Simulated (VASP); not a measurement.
Write the native input for VASP 6.6.1 that does the following.

- Task: single point
- Functional: PBE
- Potentials or basis: VASP PAW PBE potentials, release 64 (Au, Al, N)
- Cutoff: 520 eV
- k mesh: 4 × 4 × 2
- Occupations: fermi-dirac, width 0.01 eV
- Spin: no spin polarisation
- Dipole correction: no
- Further INCAR settings: LREAL = Auto; ALGO = Normal; EDIFF = 1e-06; NBANDS = 90

The structure of Al15AuN16 (a cell with a defect) lies in POSCAR:

```
Al15AuN16
1.0
    6.2260000000      0.0000000000      0.0000000000
   -3.1130000000      5.3918741640      0.0000000000
    0.0000000000      0.0000000000      9.9620000000
Au Al N
1 15 16
Direct
    0.1666666667      0.3333333333      0.0174210910
    0.1666666667      0.3333333333      0.4925453461
    0.1640310126      0.8320155063     -0.0000144734
    0.1643103303      0.8321551652      0.4998453907
    0.6679844937      0.3359689874     -0.0000144734
    0.6678448348      0.3356896697      0.4998453907
    0.6679844937      0.8320155063     -0.0000144734
    0.6678448348      0.8321551652      0.4998453907
    0.3364743109      0.1635256891      0.2556155197
    0.3337013585      0.1662986415      0.7406054382
    0.3364743109      0.6729486219      0.2556155197
    0.3337013585      0.6674027170      0.7406054382
    0.8270513781      0.1635256891      0.2556155197
    0.8325972830      0.1662986415      0.7406054382
    0.8333333333      0.6666666667      0.2486246907
    0.8333333333      0.6666666667      0.7487107411
    0.1666666667      0.3333333333      0.2304497720
    0.1666666667      0.3333333333      0.6851160449
    0.1679983012      0.8339991506      0.1901807591
    0.1623328164      0.8311664082      0.6874002688
    0.6660008494      0.3320016988      0.1901807591
    0.6688335918      0.3376671836      0.6874002688
    0.6660008494      0.8339991506      0.1901807591
    0.6688335918      0.8311664082      0.6874002688
    0.3364317061      0.1635682939      0.4444628424
    0.3486828518      0.1513171482      0.9282757178
    0.3364317061      0.6728634122      0.4444628424
    0.3486828518      0.6973657036      0.9282757178
    0.8271365878      0.1635682939      0.4444628424
    0.8026342964      0.1513171482      0.9282757178
    0.8333333333      0.6666666667      0.4374806788
    0.8333333333      0.6666666667      0.9405372456
```

One way to write it, as run:

INCAR

```
SYSTEM = Al15AuN16
PREC = Accurate
ENCUT = 520
EDIFF = 1E-6
ISMEAR = -1
SIGMA = 0.01
LREAL = Auto
LASPH = .True.
NELM = 100
ALGO = Normal
ISIF = 2
LWAVE = .False.
LCHARG = .True.
GGA = PE
LELF = .True.
LVHAR = .True.
NBANDS = 90
```

KPOINTS

```
Automatic mesh
0
Gamma
  4 4 2
  0 0 0
```

Potentials or basis: VASP PAW PBE potentials, release 64 (Au, Al, N).

The run is started by

```bash
$ cat potpaw_PBE.64/Au/POTCAR potpaw_PBE.64/Al/POTCAR potpaw_PBE.64/N/POTCAR > POTCAR
$ mpirun -np 1 vasp_std > vasp.out
```

Results of the run:

The pressure is 8.8 GPa, the largest force is 0.023 eV/Å and the band gap on the k mesh is zero (bands 68 and 69 overlap by 0.30 eV).

Caveat: spin-orbit coupling is left out, which moves the levels of the heavy elements.

It took 5.4 min on 1 thread of Intel(R) Xeon(R) Platinum 8488C (Sapphire Rapids) (shared host), peak memory 0.52 GiB.
